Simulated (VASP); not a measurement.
Mg4Be5Zn3S12:

```
Be Mg S Zn
1.0
     5.45014    3.14664    0.00000
     0.00000    6.29328    5.88615
     5.45014   -3.14664    5.88615
Be Mg S Zn
5 4 12 3
Direct
  0.16215 0.49986 0.49876
  0.66443 0.00006 0.00162
  0.09126 0.25078 0.24639
  0.08240 0.91552 0.58220
  0.58339 0.41483 0.08293
  0.16550 0.16782 0.83621
  0.17326 0.83503 0.16425
  0.66614 0.66874 0.33189
  0.58938 0.74796 0.75033
  0.97978 0.35842 0.02057
  0.97772 0.68790 0.68788
  0.97484 0.02217 0.35311
  0.47465 0.52338 0.85543
  0.48506 0.85480 0.52106
  0.47756 0.19034 0.18466
  0.89214 0.43657 0.44062
  0.89816 0.77090 0.10933
  0.89534 0.10496 0.77250
  0.40500 0.60261 0.27048
  0.38973 0.94009 0.93995
  0.39488 0.27045 0.60565
  0.67389 0.33179 0.66744
  0.08270 0.58751 0.91537
  0.57889 0.08993 0.41929
```

| Quantity | Value |
| --- | --- |
| Program | VASP 6.6.1 |
| Task | relaxation of cell and atoms |
| Functional | PBE |
| Potentials or basis | VASP PAW PBE potentials, release 64 (Be, Mg, S, Zn) |
| Cutoff | 600 eV |
| k mesh | 2 × 2 × 2, shifted |
| Occupations | gaussian, width 0.1 eV |
| Spin | no spin polarisation |

At the start: pressure 12.2 GPa; volume 16.82 Å³/atom.

**Question.** Where does the relaxation end?

**Answer.** Over 17 steps the energy falls by 232.0 meV/atom and the volume is 18.48 Å³/atom (+9.9 %); space group P1 (No. 1, to 0.1 Å) before and after.

The path:
| step | energy change (eV) | largest force (eV/Å) | pressure (GPa) | volume (Å³) |
| --- | --- | --- | --- | --- |
| 1 | 0.0000 | 3.6652 | 12.24 | 403.78 |
| 2 | -4.2274 | 1.0036 | -4.74 | 483.63 |
| 3 | -4.3221 | 1.2425 | -3.14 | 471.19 |
| 4 | -5.1679 | 0.6314 | -1.45 | 455.31 |
| 5 | -5.4093 | 0.6402 | 0.51 | 441.52 |
| 6 | -5.4106 | 0.6181 | 0.35 | 442.48 |
| 7 | -5.5015 | 0.4013 | 0.07 | 443.57 |
| 8 | -5.5318 | 0.2493 | -0.17 | 444.65 |
| 9 | -5.5503 | 0.1274 | 0.05 | 443.23 |
| 10 | -5.5511 | 0.1017 | 0.11 | 442.88 |
| 11 | -5.5571 | 0.0790 | -0.01 | 443.70 |
| 12 | -5.5594 | 0.1078 | -0.16 | 444.65 |
| 13 | -5.5636 | 0.0508 | 0.04 | 443.40 |
| 14 | -5.5640 | 0.0614 | 0.12 | 442.91 |
| 15 | -5.5662 | 0.0418 | -0.04 | 443.88 |
| 16 | -5.5662 | 0.0403 | -0.07 | 444.01 |
| 17 | -5.5673 | 0.0240 | 0.00 | 443.57 |

Final structure:
```cif
data_structure
_symmetry_space_group_name_H-M 'P 1'
_symmetry_Int_Tables_number 1
_cell_length_a 6.4749
_cell_length_b 8.9050
_cell_length_c 8.8953
_cell_angle_alpha 78.414
_cell_angle_beta 68.662
_cell_angle_gamma 68.650
_cell_volume 443.57
loop_
_atom_site_label
_atom_site_type_symbol
_atom_site_fract_x
_atom_site_fract_y
_atom_site_fract_z
_atom_site_occupancy
Be1 Be 0.17978 0.49827 0.49247 1
Be2 Be 0.66298 0.00721 0.99568 1
Be3 Be 0.08711 0.25274 0.25724 1
Be4 Be 0.08096 0.92018 0.58168 1
Be5 Be 0.57564 0.40471 0.09388 1
Mg1 Mg 0.15448 0.17296 0.83751 1
Mg2 Mg 0.16621 0.83619 0.17380 1
Mg3 Mg 0.66808 0.65755 0.32885 1
Mg4 Mg 0.59798 0.74674 0.74613 1
S1 S 0.94571 0.35776 0.05523 1
S2 S 0.02169 0.68703 0.65706 1
S3 S 0.98271 0.04038 0.37000 1
S4 S 0.48962 0.50520 0.87698 1
S5 S 0.44759 0.86921 0.52046 1
S6 S 0.47151 0.19258 0.16972 1
S7 S 0.93532 0.42584 0.43822 1
S8 S 0.87583 0.79537 0.08962 1
S9 S 0.88714 0.08076 0.77315 1
S10 S 0.38810 0.57479 0.27139 1
S11 S 0.41944 0.94555 0.94251 1
S12 S 0.38396 0.29417 0.59565 1
Zn1 Zn 0.67732 0.32738 0.66783 1
Zn2 Zn 0.08144 0.58388 0.91481 1
Zn3 Zn 0.57766 0.09599 0.40807 1
```

Caveat: the k points lie up to 0.55 Å⁻¹ apart in the final cell.
